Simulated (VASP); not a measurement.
# MoSe (Pm-3m) in VASP: a series of runs, part 2 of 2

VASP 6.6.1.

**3. Single point, PBE0**

This run uses another cell than the first one, of 14.87 Å³/atom, 0.694 times its volume.

Contents of POSCAR:

```
MoSe
1.0
    3.0982977665      0.0000000000      0.0000000000
    0.0000000000      3.0982977665      0.0000000000
    0.0000000000      0.0000000000      3.0982977665
Mo Se
1 1
Direct
    0.0000000000      0.0000000000      0.0000000000
    0.5000000000      0.5000000000      0.5000000000
```

Contents of INCAR.step1:

```
ALGO = Normal
EDIFF = 1E-5
ENCUT = 520
GGA = PE
ISIF = 2
ISMEAR = -1
LASPH = True
LCHARG = False
LREAL = False
LWAVE = True
NBANDS = 17
NELM = 80
PREC = Accurate
SIGMA = 0.05
```

Contents of INCAR.step2:

```
AEXX = 0.25
ALGO = Normal
EDIFF = 1E-7
ENCUT = 520
GGA = PE
ISIF = 2
ISMEAR = -1
ISTART = 1
LASPH = True
LCHARG = False
LHFCALC = True
LREAL = False
LWAVE = False
NBANDS = 17
NELM = 80
PREC = Accurate
PRECFOCK = Normal
SIGMA = 0.05
```

Contents of KPOINTS:

```
k-points
0
Gamma
  4 4 4
```

Potentials or basis: VASP PAW PBE potentials, release 64 (Mo_sv, Se).

The run is started by

```
> cat potpaw_PBE.64/Mo_sv/POTCAR potpaw_PBE.64/Se/POTCAR > POTCAR
> cp INCAR.step1 INCAR
> mpirun -np 1 vasp_std > vasp.out
> cp INCAR.step2 INCAR
> mpirun -np 1 vasp_std > vasp.out
```

OUTCAR:

```text
AEXX = 0.25
   EDIFF = 1E-7
   ENCUT = 520
   GGA = PE
   ISIF = 2
   ISMEAR = -1
   ISTART = 1
   LASPH = True
   LHFCALC = True
   LREAL = False
   NELM = 80
   PREC = Accurate
   PRECFOCK = Normal

 ion  position               nearest neighbor table
   1  0.000  0.000  0.000-   2 2.68   2 2.68   2 2.68   2 2.68   2 2.68   2 2.68   2 2.68   2 2.68

   2  0.500  0.500  0.500-   1 2.68   1 2.68   1 2.68   1 2.68   1 2.68   1 2.68   1 2.68   1 2.68

  LATTYP: Found a simple cubic cell.
 ALAT       =     3.0982977665

  Lattice vectors:

 A1 = (   3.0982977665,   0.0000000000,   0.0000000000)
 A2 = (   0.0000000000,   3.0982977665,   0.0000000000)
 A3 = (   0.0000000000,   0.0000000000,   3.0982977665)

Analysis of symmetry for initial positions (statically):
=====================================================================
 Subroutine PRICEL returns:
 Original cell was already a primitive cell.

 Routine SETGRP: Setting up the symmetry group for a
 simple cubic supercell.

 Subroutine GETGRP returns: Found 48 space group operations
[... 9 lines left out ...]

 Routine SETGRP: Setting up the symmetry group for a
 simple cubic supercell.

[... 144 lines left out ...]

 E-fermi :  11.5320     XC(G=0): -10.1024

 val. band max:       11.4947414749   @ k =   0.5000   0.2500   0.0000
 cond. band min:      12.7265533107   @ k =   0.5000   0.5000   0.2500
 fundamental gap:      1.2318118359
 Fermi energy:        11.5319544006

 k-point     1 :       0.0000    0.0000    0.0000
  band No.  band energies     occupation
      1     -53.8719      2.00000
      2     -26.4298      2.00000
      3     -26.4298      2.00000
      4     -26.4298      2.00000
      5      -7.3928      2.00000
      6       6.9037      2.00000
[... 177 lines left out ...]
      4     -26.7283      2.00000
      5      -2.7058      2.00000
      6       2.3805      2.00000
[... 9 lines left out ...]
     16      17.9641      0.00000
     17      24.0717      0.00000

------------------------ aborting loop because EDIFF is reached ----------------------------------------

  FORCE on cell =-STRESS in cart. coord.  units (eV):
  Direction    XX          YY          ZZ          XY          YZ          ZX
  --------------------------------------------------------------------------------------
  -------------------------------------------------------------------------------------
  Total        0.1035425      0.1035425      0.1035425      0.0000000      0.0000000      0.0000000
  in kB        5.5777573      5.5777573      5.5777573      0.0000000      0.0000000      0.0000000
  external PRESSURE =       5.5777573 kB  Pullay stress =       0.0000000 kB

 VOLUME and BASIS-vectors are now :
 -----------------------------------------------------------------------------
  energy-cutoff  :      520.00
  volume of cell :       29.74
      direct lattice vectors                 reciprocal lattice vectors
     3.098297766  0.000000000  0.000000000     0.322757874  0.000000000  0.000000000
     0.000000000  3.098297766  0.000000000     0.000000000  0.322757874  0.000000000
     0.000000000  0.000000000  3.098297766     0.000000000  0.000000000  0.322757874

 POSITION                                       TOTAL-FORCE (eV/Angst)
 -----------------------------------------------------------------------------------
      0.00000      0.00000      0.00000         0.000000      0.000000      0.000000
      1.54915      1.54915      1.54915         0.000000      0.000000      0.000000
 -----------------------------------------------------------------------------------
    total drift:                                0.000000      0.000000      0.000000

  FREE ENERGIE OF THE ION-ELECTRON SYSTEM (eV)
  ---------------------------------------------------
  free  energy   TOTEN  =       -18.7802142917 eV

  energy  without entropy=      -18.7671761720  energy(sigma->0) =      -18.77369523
```

OUTCAR.step1:

```text
EDIFF = 1E-5
   ENCUT = 520
   GGA = PE
   ISIF = 2
   ISMEAR = -1
[... 405 lines left out ...]
 -----------------------------------------------------------------------------------
      0.00000      0.00000      0.00000         0.000000      0.000000      0.000000
      1.54915      1.54915      1.54915         0.000000      0.000000      0.000000
 -----------------------------------------------------------------------------------
    total drift:                                0.000000      0.000000      0.000000

  FREE ENERGIE OF THE ION-ELECTRON SYSTEM (eV)
  ---------------------------------------------------
  free  energy   TOTEN  =       -14.2287188198 eV

  energy  without entropy=      -14.2099629569  energy(sigma->0) =      -14.21934089
```

OSZICAR.step1:

```text
N       E                     dE             d eps       ncg     rms          rms(c)
DAV:   1     0.131996136855E+03    0.13200E+03   -0.11021E+04   348   0.117E+03
DAV:   2    -0.116517300433E+02   -0.14365E+03   -0.14013E+03   423   0.310E+02
DAV:   3    -0.146398350379E+02   -0.29881E+01   -0.29625E+01   387   0.411E+01
DAV:   4    -0.146529464312E+02   -0.13111E-01   -0.13098E-01   385   0.282E+00
DAV:   5    -0.146529977691E+02   -0.51338E-04   -0.51340E-04   358   0.189E-01    0.156E+01
DAV:   6    -0.142642111187E+02    0.38879E+00   -0.13108E+00   359   0.946E+00    0.592E+00
DAV:   7    -0.142394813024E+02    0.24730E-01   -0.62168E-02   348   0.186E+00    0.329E+00
DAV:   8    -0.142288987528E+02    0.10583E-01   -0.43053E-02   378   0.160E+00    0.261E-01
DAV:   9    -0.142287005017E+02    0.19825E-03   -0.14360E-03   368   0.386E-01    0.770E-02
DAV:  10    -0.142287123772E+02   -0.11875E-04   -0.91045E-05   448   0.911E-02    0.248E-02
DAV:  11    -0.142287188198E+02   -0.64427E-05   -0.32240E-05   290   0.477E-02
   1 F= -.14228719E+02 E0= -.14219341E+02  d E =-.187559E-01
```

Run time: 4.2 min. Hardware: 1 thread of Intel Xeon Platinum 8559C (Emerald Rapids), shared host; peak memory 0.15 GiB.

What came out:

```
Free energy            : -18.7802 eV
Pressure               : 0.6 GPa
Band gap on the k mesh : zero (band 10 reaches 15.12 eV, above the bottom of band 11 at 11.01 eV)
```

Caveat: the k points lie up to 0.51 Å⁻¹ apart; the PAW data sets were made with another functional, which shifts forces and pressure a little.
